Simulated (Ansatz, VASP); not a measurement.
**K: VASP beside Ansatz**

```
K
1.0
     0.00000    4.56651    4.56651
     4.56651    0.00000    4.56651
     4.56651    4.56651    0.00000
K
2
Cartesian
  -1.1416 -1.1416 -1.1416
  1.1416 1.1416 1.1416
```

Change from the starting cell: volume scaled by 1, PAW files, core large.

Alike in both runs: task single point; functional LDA; k mesh 9 × 9 × 9; occupations fermi-dirac, width 0.08 eV; no spin polarisation.

|  | VASP | Ansatz |
| --- | --- | --- |
| version | VASP 6.6.1 | Ansatz 0.2.0 |
| potentials or method | VASP PAW LDA potentials, release 64 (K_sv) | PAW with other files of Ansatz's library (core large), scalar-relativistic |
| plane-wave cutoff (eV) | 500 | 420 |
| valence electrons in the cell | 18 | 18 |

```tsv
	VASP	Ansatz	Ansatz less VASP
pressure (GPa)	0.0	0.0	+0.01
```

LDA's correlation is that of Perdew and Zunger in VASP and of Perdew and Wang (1992) in Ansatz. Ansatz's warnings: datasets by core.
